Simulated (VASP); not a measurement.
Wanted: the native input for a VASP 6.6.1 run.

```
Task                   : single point
Functional             : PBEsol
Potentials or basis    : VASP PAW PBE potentials, release 64 (Rb_sv, Cl)
Cutoff                 : 500 eV
k mesh                 : 6 × 6 × 6
Occupations            : gaussian, width 0.01 eV
Spin                   : no spin polarisation
Dipole correction      : no
Further INCAR settings : ALGO = Normal; EDIFF = 1e-06; NBANDS = 15
```

The structure of RbCl lies in POSCAR:

```
RbCl
1.0
    0.0000000000      3.2740000000      3.2903700000
    3.2740000000      0.0000000000      3.2903700000
    3.2740000000      3.2740000000      0.0000000000
Rb Cl
1 1
Direct
    0.0000000000      0.0000000000      0.0000000000
    0.5000000000      0.5000000000      0.5000000000
```

This cell differs from its parent crystal: z stretched by +0.5 %, x and y held.

The input as run:

INCAR

```
SYSTEM = RbCl
  PREC = Accurate
  ENCUT = 500
  EDIFF = 1E-6
  ISMEAR = 0
  SIGMA = 0.01
  LREAL = .FALSE.
  LASPH = .TRUE.
  NELM = 120
  ALGO = Normal
  ISIF = 2
  LWAVE = .FALSE.
  LCHARG = .FALSE.
  GGA = PS
  NBANDS = 15
  GGA_COMPAT = .FALSE.
```

KPOINTS

```
Automatic mesh
0
G
  6 6 6
  0 0 0
```

Potentials or basis: VASP PAW PBE potentials, release 64 (Rb_sv, Cl).

Run with:

```bash
$ cat potpaw_PBE.64/Rb_sv/POTCAR potpaw_PBE.64/Cl/POTCAR > POTCAR
$ mpirun -np 1 vasp_std > vasp.out
```

It gave:

- Pressure: -0.1 GPa
- Band gap on the k mesh: 4.87 eV, direct

Caveat: the cell differs from its parent crystal (z stretched by +0.5 %, x and y held); the PAW data sets were made with another functional, which shifts forces and pressure a little.

Wall time 13 s on 1 thread of Intel(R) Xeon(R) 6975P-C (Granite Rapids), with other jobs on the host, peak memory 0.2 GiB.
